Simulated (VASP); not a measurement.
# SiC (P6_3mc) in VASP: notebook

The runs below take SiC through relaxation of the atoms, with PBE.

Everything below comes from runs of VASP 6.6.1. Logs are shortened: lines on timing, memory, paths and dates and some standing lists are left out, and cuts for length are marked.

## (1) The cell of the first run

The structure is hexagonal, space group P6_3mc (No. 186). The conventional cell has a = 3.337 Å, b = 3.337 Å, c = 5.054 Å, α = 90.00°, β = 90.00°, γ = 120.00°. Si (site symmetry 3m) has 4 C at 1.90 to 2.03 Å within 2.5 Å. C (site symmetry 3m) has 4 Si at 1.90 to 2.03 Å within 2.5 Å.

## (2) Relaxation of the atoms, PBE (volume 12.183 Å^3 an atom, c/a of the conventional cell 1.5145)

Input file INCAR:

```
  PREC = Accurate
  ENCUT = 520
  EDIFF = 1E-6
  ISMEAR = 0
  SIGMA = 0.05
  LREAL = False
  LASPH = True
  NELM = 60
  ALGO = Normal
  ISIF = 2
  LWAVE = False
  LCHARG = False
  GGA = PE
  IBRION = 2
  NSW = 50
  EDIFFG = -0.01
```

Input file KPOINTS:

```
Automatic mesh
0
Gamma
  12 12 6
```

Input file POSCAR:

```
SiC
1.0
    3.3368609434      0.0000000000      0.0000000000
   -1.6684304717      2.8898063458      0.0000000000
    0.0000000000      0.0000000000      5.0536758987
Si C
2 2
Direct
    0.3333333333      0.6666666667      0.0045639005
    0.6666666667      0.3333333333      0.5045639005
    0.3333333333      0.6666666667      0.3804360995
    0.6666666667      0.3333333333      0.8804360995
```

Potentials or basis: VASP PAW PBE potentials, release 64 (Si, C).

The run is started by

```
$ cat potpaw_PBE.64/Si/POTCAR potpaw_PBE.64/C/POTCAR > POTCAR
$ mpirun -np 1 vasp_std > vasp.out
```

OUTCAR:

```text
PREC = Accurate
   ENCUT = 520
   EDIFF = 1E-6
   ISMEAR = 0
   LREAL = False
   LASPH = True
   NELM = 60
   ISIF = 2
   GGA = PE
   IBRION = 2
   NSW = 50
   EDIFFG = -0.01

 ion  position               nearest neighbor table
   1  0.333  0.667  0.005-   3 1.90   4 2.03   4 2.03   4 2.03
   2  0.667  0.333  0.505-   4 1.90   3 2.03   3 2.03   3 2.03
   3  0.333  0.667  0.380-   1 1.90   2 2.03   2 2.03   2 2.03
   4  0.667  0.333  0.880-   2 1.90   1 2.03   1 2.03   1 2.03

  LATTYP: Found a hexagonal cell.
 ALAT       =     3.3368609434
 C/A-ratio  =     1.5145000000

  Lattice vectors:

 A1 = (   3.3368609434,   0.0000000000,   0.0000000000)
 A2 = (  -1.6684304717,   2.8898063458,   0.0000000000)
 A3 = (   0.0000000000,   0.0000000000,   5.0536758987)

Analysis of symmetry for initial positions (statically):
=====================================================================
 Subroutine PRICEL returns:
 Original cell was already a primitive cell.

 Routine SETGRP: Setting up the symmetry group for a
 hexagonal supercell.

 Subroutine GETGRP returns: Found 12 space group operations
 (whereof  6 operations were pure point group operations)
 out of a pool of 24 trial point group operations.

The static configuration has the point symmetry C_3v.
 The point group associated with its full space group is C_6v.

Analysis of symmetry for dynamics (positions and initial velocities):
=====================================================================
 Subroutine PRICEL returns:
 Original cell was already a primitive cell.

 Routine SETGRP: Setting up the symmetry group for a
 hexagonal supercell.

 Subroutine GETGRP returns: Found 12 space group operations
 (whereof  6 operations were pure point group operations)
 out of a pool of 24 trial point group operations.

The dynamic configuration has the point symmetry C_3v.
 The point group associated with its full space group is C_6v.

 Subroutine INISYM returns: Found 12 space group operations
 (whereof  6 operations are pure point group operations),
 and found     1 'primitive' translations

----------------------------------------------------------------------------------------

                                     Primitive cell

  volume of cell :      48.7320

  direct lattice vectors                    reciprocal lattice vectors
     3.336860943  0.000000000  0.000000000     0.299682851  0.173021975  0.000000000
    -1.668430472  2.889806346  0.000000000     0.000000000  0.346043949  0.000000000
     0.000000000  0.000000000  5.053675899     0.000000000  0.000000000  0.197875768

[... 105 lines left out ...]
   IMIX   =      4    mixing-type and parameters
     AMIX     =   0.40;   BMIX     =  1.00
     AMIX_MAG =   1.60;   BMIX_MAG =  1.00
  volume/ion in A,a.u.               =      12.18        82.21
  Fermi-wavevector in a.u.,A,eV,Ry     =   1.129389  2.134235 17.354485  1.275519
  Thomas-Fermi vector in A             =   2.266082
   LORBIT       =      0    0 simple, 1 ext, 2 COOP (PROOUT), +10 PAW based schemes
   GGA     = PE    functional components
   LHFCALC =     F    Hartree Fock is set to
   AEXX    =    0.0000 exact exchange contribution
   IVDW    =     0    specifies the selected vdW correction
   LEPSILON=     F    determine dielectric tensor
   LRPA    =     F    only Hartree local field effects (RPA)
 conjugate gradient relaxation of ions
 non-spin polarized calculation
 Gauss-broadening in eV      SIGMA  =   0.05
  energy-cutoff  :      520.00
  volume of cell :       48.73
 maximum number of plane-waves:      1336
 NGX is ok and might be reduce to    28
   NGX = 13   NGY = 13   NGZ = 19

--------------------------------------- Ionic step        1  -------------------------------------------

 number of electron      16.0000000 magnetization

 Free energy of the ion-electron system (eV)
  ---------------------------------------------------
  ext. energy  EPLUGINS =         0.00000000
  ---------------------------------------------------
  free energy    TOTEN  =       -29.29836519 eV

  energy without entropy =      -29.29836519  energy(sigma->0) =      -29.29836519

------------------------ aborting loop because EDIFF is reached ----------------------------------------

  FORCE on cell =-STRESS in cart. coord.  units (eV):
  Direction    XX          YY          ZZ          XY          YZ          ZX
  --------------------------------------------------------------------------------------
  -------------------------------------------------------------------------------------
  Total       -9.9165173     -9.9165173     -0.4019983      0.0000000      0.0000000      0.0000000
  in kB     -326.0284657   -326.0284657    -13.2166254      0.0000000      0.0000000      0.0000000
  external PRESSURE =    -221.7578523 kB  Pullay stress =       0.0000000 kB
[... 63 lines left out ...]
--------------------------------------- Ionic step        3  -------------------------------------------

 number of electron      16.0000000 magnetization

 Free energy of the ion-electron system (eV)
  ---------------------------------------------------
  ext. energy  EPLUGINS =         0.00000000
  ---------------------------------------------------
  free energy    TOTEN  =       -29.30812908 eV

  energy without entropy =      -29.30812908  energy(sigma->0) =      -29.30812908

 E-fermi :   6.9069     XC(G=0): -10.6397

 val. band max:        6.6566923945   @ k =   0.0000   0.0000   0.0000
 cond. band min:       8.4487245856   @ k =   0.5000  -0.0000   0.0000
 fundamental gap:      1.7920321911
 Fermi energy:         6.9069130010

 k-point     1 :       0.0000    0.0000    0.0000
  band No.  band energies     occupation
      1      -7.8303      2.00000
      2      -4.2657      2.00000
      3      -1.1552      2.00000
      4       4.8225      2.00000
      5       4.8225      2.00000
      6       6.4331      2.00000
      7       6.4331      2.00000
      8       6.6567      2.00000
      9       8.8533      0.00000
     10      10.9758      0.00000
     11      11.7283      0.00000
     12      11.7283      0.00000
[... 331 lines left out ...]
 k-point    24 :       0.3333   -0.0000    0.1667
  band No.  band energies     occupation
      1      -6.2085      2.00000
      2      -3.7461      2.00000
      3      -0.4955      2.00000
      4       1.6326      2.00000
      5       2.0823      2.00000
      6       3.5749      2.00000
      7       5.1569      2.00000
      8       5.4979      2.00000
      9       9.0204      0.00000
     10      10.7641      0.00000
     11      12.7650      0.00000
     12      13.3172      0.00000

 [... further k-points ...]
[... 5 lines left out ...]
  --------------------------------------------------------------------------------------
  -------------------------------------------------------------------------------------
  Total       -9.8874571     -9.8874571     -0.9461277      0.0000000      0.0000000      0.0000000
  in kB     -325.0730439   -325.0730439    -31.1061380      0.0000000      0.0000000      0.0000000
  external PRESSURE =    -227.0840753 kB  Pullay stress =       0.0000000 kB
[... 19 lines left out ...]
  FREE ENERGIE OF THE ION-ELECTRON SYSTEM (eV)
  ---------------------------------------------------
  free  energy   TOTEN  =       -29.3081290770 eV

  energy  without entropy=      -29.3081290770  energy(sigma->0) =      -29.30812908

 reached required accuracy - stopping structural energy minimisation
```

CONTCAR:

```text
SiC
   1.00000000000000
     3.3368609434000001    0.0000000000000000    0.0000000000000000
    -1.6684304717000000    2.8898063457999998    0.0000000000000000
     0.0000000000000000    0.0000000000000000    5.0536758986999999
  Si              C
     2     2
Direct
     0.3333333332999970    0.6666666667000030    0.0021169281833044
     0.6666666667000030    0.3333333332999970    0.5021169281833043
     0.3333333332999970    0.6666666667000030    0.3828830718167007
     0.6666666667000030    0.3333333332999970    0.8828830718167008

  0.00000000E+00  0.00000000E+00  0.00000000E+00
  0.00000000E+00  0.00000000E+00  0.00000000E+00
  0.00000000E+00  0.00000000E+00  0.00000000E+00
  0.00000000E+00  0.00000000E+00  0.00000000E+00
```

It took 41 s on 1 thread of Intel Xeon 6975P-C (Granite Rapids), shared host; peak memory 0.19 GiB.

Results:

- Free energy: -29.3081 eV
- Energy gained by relaxing: 2.4 meV/atom
- Ionic steps: 3
- Pressure after relaxing: -22.7 GPa
- Band gap on the k mesh: 1.79 eV, indirect (least direct gap 2.20 eV)

Stress tensor (GPa, compression positive):
```
-32.51   0.00   0.00
  0.00 -32.51   0.00
  0.00   0.00  -3.11
```

The path:
```tsv
step	energy change (eV)	largest force (eV/Å)	pressure (GPa)
1	0.0000	0.4017	-22.18
2	-0.0068	0.2094	-22.97
3	-0.0098	0.0001	-22.71
```

Final structure:
```
Si C
1.0
     3.33686    0.00000    0.00000
    -1.66843    2.88981    0.00000
     0.00000    0.00000    5.05368
Si C
2 2
Direct
  0.33333 0.66667 0.00212
  0.66667 0.33333 0.50212
  0.33333 0.66667 0.38288
  0.66667 0.33333 0.88288
```

 A k mesh can miss the band edges.

## (3) Relaxation of the atoms, PBE (volume 12.183 Å^3 an atom, c/a of the conventional cell 1.5765)

Input file INCAR:

```
ALGO     = Normal         # electronic algorithm
EDIFF    = 1E-6           # SCF threshold, eV
EDIFFG   = -0.01          # ionic threshold
ENCUT    = 520            # plane-wave cutoff, eV
GGA      = PE             # functional
IBRION   = 2              # ionic algorithm
ISIF     = 2              # what is computed and relaxed
ISMEAR   = 0              # smearing method
LASPH    = T              # aspherical terms in the spheres
LCHARG   = F              # write CHGCAR
LREAL    = F              # projectors in reciprocal space
LWAVE    = F              # write WAVECAR
NELM     = 60             # most SCF steps
NSW      = 50             # ionic steps
PREC     = Accurate       # precision mode
SIGMA    = 0.05           # smearing width, eV
```

Input file KPOINTS:

```
k-points
0
Gamma
  12 12 6
```

Input file POSCAR:

```
SiC
1.0
    3.2925310274      0.0000000000      0.0000000000
   -1.6462655137      2.8514155124      0.0000000000
    0.0000000000      0.0000000000      5.1906751646
Si C
2 2
Direct
    0.3333333333      0.6666666667      0.0045639005
    0.6666666667      0.3333333333      0.5045639005
    0.3333333333      0.6666666667      0.3804360995
    0.6666666667      0.3333333333      0.8804360995
```

Potentials or basis: VASP PAW PBE potentials, release 64 (Si, C).

The run is started by

```
$ cat potpaw_PBE.64/Si/POTCAR potpaw_PBE.64/C/POTCAR > POTCAR
$ mpirun -np 1 vasp_std > vasp.out
```

OUTCAR:

```text
EDIFF = 1E-6
   EDIFFG = -0.01
   ENCUT = 520
   GGA = PE
   IBRION = 2
   ISIF = 2
   ISMEAR = 0
   LASPH = T
   LREAL = F
   NELM = 60
   NSW = 50
   PREC = Accurate

 ion  position               nearest neighbor table
   1  0.333  0.667  0.005-   3 1.95   4 2.01   4 2.01   4 2.01
   2  0.667  0.333  0.505-   4 1.95   3 2.01   3 2.01   3 2.01
   3  0.333  0.667  0.380-   1 1.95   2 2.01   2 2.01   2 2.01
   4  0.667  0.333  0.880-   2 1.95   1 2.01   1 2.01   1 2.01

  LATTYP: Found a hexagonal cell.
 ALAT       =     3.2925310274
 C/A-ratio  =     1.5765000000

  Lattice vectors:

 A1 = (   3.2925310274,   0.0000000000,   0.0000000000)
 A2 = (  -1.6462655137,   2.8514155124,   0.0000000000)
 A3 = (   0.0000000000,   0.0000000000,   5.1906751646)

Analysis of symmetry for initial positions (statically):
=====================================================================
 Subroutine PRICEL returns:
 Original cell was already a primitive cell.

 Routine SETGRP: Setting up the symmetry group for a
 hexagonal supercell.

 Subroutine GETGRP returns: Found 12 space group operations
 (whereof  6 operations were pure point group operations)
 out of a pool of 24 trial point group operations.

The static configuration has the point symmetry C_3v.
 The point group associated with its full space group is C_6v.
[... 176 lines left out ...]
  in kB     -283.7053968   -283.7053968   -129.0255681      0.0000000     -0.0000000      0.0000000
  external PRESSURE =    -232.1454539 kB  Pullay stress =       0.0000000 kB
[... 63 lines left out ...]
--------------------------------------- Ionic step        3  -------------------------------------------

 number of electron      16.0000000 magnetization

 Free energy of the ion-electron system (eV)
  ---------------------------------------------------
  ext. energy  EPLUGINS =         0.00000000
  ---------------------------------------------------
  free energy    TOTEN  =       -29.48929193 eV

  energy without entropy =      -29.48929193  energy(sigma->0) =      -29.48929193

 E-fermi :   6.7351     XC(G=0): -10.6440

 val. band max:        6.5344643503   @ k =   0.0000   0.0000   0.0000
 cond. band min:       8.7366648979   @ k =   0.5000  -0.0000   0.0000
 fundamental gap:      2.2022005476
 Fermi energy:         6.7351337180

 k-point     1 :       0.0000    0.0000    0.0000
  band No.  band energies     occupation
      1      -7.8211      2.00000
      2      -4.5423      2.00000
      3      -1.2512      2.00000
      4       5.0475      2.00000
      5       5.0475      2.00000
      6       6.4612      2.00000
      7       6.4612      2.00000
      8       6.5345      2.00000
      9       9.4250      0.00000
     10      11.0570      0.00000
     11      11.9875      0.00000
     12      11.9875      0.00000
[... 331 lines left out ...]
 k-point    24 :       0.3333    0.0000    0.1667
  band No.  band energies     occupation
      1      -6.1545      2.00000
      2      -3.8407      2.00000
      3      -0.4583      2.00000
      4       1.5623      2.00000
      5       2.0197      2.00000
      6       3.7555      2.00000
      7       5.0883      2.00000
      8       5.4755      2.00000
      9       9.2645      0.00000
     10      10.6825      0.00000
     11      12.5311      0.00000
     12      13.4036      0.00000

 [... further k-points ...]
[... 5 lines left out ...]
  --------------------------------------------------------------------------------------
  -------------------------------------------------------------------------------------
  Total       -8.6179495     -8.6179495     -4.0380006      0.0000000      0.0000000     -0.0000000
  in kB     -283.3350422   -283.3350422   -132.7586175      0.0000000      0.0000000     -0.0000000
  external PRESSURE =    -233.1429006 kB  Pullay stress =       0.0000000 kB
[... 19 lines left out ...]
  FREE ENERGIE OF THE ION-ELECTRON SYSTEM (eV)
  ---------------------------------------------------
  free  energy   TOTEN  =       -29.4892919320 eV

  energy  without entropy=      -29.4892919320  energy(sigma->0) =      -29.48929193

 reached required accuracy - stopping structural energy minimisation
```

CONTCAR:

```text
SiC
   1.00000000000000
     3.2925310273999999    0.0000000000000000    0.0000000000000000
    -1.6462655137000000    2.8514155124000000    0.0000000000000000
     0.0000000000000000    0.0000000000000000    5.1906751646000000
  Si              C
     2     2
Direct
     0.3333333332999970    0.6666666667000030    0.0036224696196902
     0.6666666667000030    0.3333333332999970    0.5036224696196901
     0.3333333332999970    0.6666666667000030    0.3813775303803150
     0.6666666667000030    0.3333333332999970    0.8813775303803150

  0.00000000E+00  0.00000000E+00  0.00000000E+00
  0.00000000E+00  0.00000000E+00  0.00000000E+00
  0.00000000E+00  0.00000000E+00  0.00000000E+00
  0.00000000E+00  0.00000000E+00  0.00000000E+00
```

Run time: 26 s. Hardware: 1 thread of Intel Xeon 6975P-C (Granite Rapids), shared host; peak memory 0.17 GiB.

What came out:

| Item | Value |
| --- | --- |
| Free energy | -29.4893 eV |
| Energy gained by relaxing | 0.3 meV/atom |
| Ionic steps | 3 |
| Pressure after relaxing | -23.3 GPa |
| Band gap on the k mesh | 2.20 eV, indirect (least direct gap 2.89 eV) |

Step by step:
```
step  energy change (eV)  largest force (eV/Å)  pressure (GPa)
   1              0.0000                0.1397          -23.21
   2             -0.0012                0.0513          -23.35
   3             -0.0014                0.0010          -23.31
```

Final structure:
```
Si C
1.0
     3.29253    0.00000    0.00000
    -1.64627    2.85142    0.00000
     0.00000    0.00000    5.19068
Si C
2 2
Direct
  0.33333 0.66667 0.00362
  0.66667 0.33333 0.50362
  0.33333 0.66667 0.38138
  0.66667 0.33333 0.88138
```

Levels at points of the mesh, in eV from the valence-band top:
| k point | band 4 | band 5 | band 6 | band 7 | band 8 | band 9 | band 10 | band 11 | band 12 |
| --- | --- | --- | --- | --- | --- | --- | --- | --- | --- |
| (0.00, 0.00, 0.00) | -1.49 | -1.49 | -0.07 | -0.07 | 0.00 | 2.89 | 4.52 | 5.45 | 5.45 |
| (0.50, 0.00, 0.00) | -5.77 | -4.92 | -3.20 | -2.89 | -1.11 | 2.20 | 4.20 | 5.66 | 6.36 |
| (0.00, 0.00, 0.50) | -3.92 | -0.85 | -0.85 | -0.85 | -0.85 | 4.07 | 4.07 | 6.24 | 6.24 |
| (0.50, 0.00, 0.50) | -7.60 | -2.35 | -2.35 | -2.02 | -2.02 | 2.92 | 2.92 | 4.76 | 4.76 |

## (4) Relaxation of the atoms, PBE (volume 11.343 Å^3 an atom, c/a of the conventional cell 1.7081)

Input file INCAR:

```
SYSTEM = SiC
PREC = Accurate ; ENCUT = 520
EDIFF = 1E-6 ; ISMEAR = 0
SIGMA = 0.05 ; LREAL = .False.
LASPH = .True. ; NELM = 60
ALGO = Normal ; ISIF = 2
LWAVE = .False. ; LCHARG = .False.
GGA = PE ; IBRION = 2
NSW = 50 ; EDIFFG = -0.01
```

Input file KPOINTS:

```
regular mesh
0
Gamma
  12 12 6
  0 0 0
```

Input file POSCAR:

```
SiC
1.0
    3.1302666410      0.0000000000      0.0000000000
   -1.5651333205      2.7108904318      0.0000000000
    0.0000000000      0.0000000000      5.3468084496
Si C
2 2
Direct
    0.3333333333      0.6666666667      0.0045639005
    0.6666666667      0.3333333333      0.5045639005
    0.3333333333      0.6666666667      0.3804360995
    0.6666666667      0.3333333333      0.8804360995
```

The run is started by

```
$ cat potpaw_PBE.64/Si/POTCAR potpaw_PBE.64/C/POTCAR > POTCAR
$ mpirun -np 1 vasp_std > vasp.out
```

It took 43 s on 1 thread of Intel Xeon Platinum 8259CL at 2.50GHz (Skylake/Cascade Lake), shared host; peak memory 0.17 GiB.

The run converged. Its results:

```yaml
Free_energy: -29.8912 eV
Energy_gained_by_relaxing: 0.2 meV/atom
Ionic_steps: 3
Pressure_after_relaxing: -13.7 GPa
Band_gap_on_the_k_mesh: 2.24 eV, indirect (least direct gap 4.11 eV)
```

Stress tensor (GPa, compression positive):
```
 -8.20   0.00   0.00
  0.00  -8.20   0.00
  0.00   0.00 -24.82
```

The path:
| step | energy change (eV) | largest force (eV/Å) | pressure (GPa) |
| --- | --- | --- | --- |
| 1 | 0.0000 | 0.1091 | -13.61 |
| 2 | -0.0009 | 0.0269 | -13.77 |
| 3 | -0.0009 | 0.0002 | -13.74 |

Final structure:
```
CELL_PARAMETERS angstrom
3.13027 0.00000 0.00000
-1.56513 2.71089 0.00000
0.00000 0.00000 5.34681
ATOMIC_POSITIONS crystal
Si 0.33333 0.66667 0.00536
Si 0.66667 0.33333 0.50536
C 0.33333 0.66667 0.37964
C 0.66667 0.33333 0.87964
```

Levels at points of the mesh, in eV from the valence-band top:
```
           k point  band 6  band 7  band 8  band 9  band 10  band 11
(0.00, 0.00, 0.00)   -0.36    0.00    0.00    4.53     4.59     6.39
(0.50, 0.00, 0.00)   -3.07   -3.00   -1.26    2.85     3.84     6.04
(0.00, 0.00, 0.50)   -0.59   -0.59   -0.59    5.50     5.50     7.07
(0.50, 0.00, 0.50)   -2.45   -2.26   -2.26    2.88     2.88     4.74
```

## (5) Summary

```tsv
cell	gap on the mesh (eV)	pressure (GPa)
atoms relaxed from a = 3.337, b = 3.337, c = 5.054 Å, angles 90.0, 90.0, 120.0°, 4 atoms	1.79	-22.7
atoms relaxed from a = 3.293, b = 3.293, c = 5.191 Å, angles 90.0, 90.0, 120.0°, 4 atoms	2.20	-23.3
atoms relaxed from a = 3.130, b = 3.130, c = 5.347 Å, angles 90.0, 90.0, 120.0°, 4 atoms	2.24	-13.7
```

Alike in all rows: task relaxation of the atoms; level PBE; potentials or basis VASP PAW PBE potentials, release 64 (Si, C); no spin polarisation; k mesh 12 × 12 × 6; cutoff (eV) 520; smearing gaussian 0.05 eV.

Absolute energies hang on the potentials; compare differences alone.
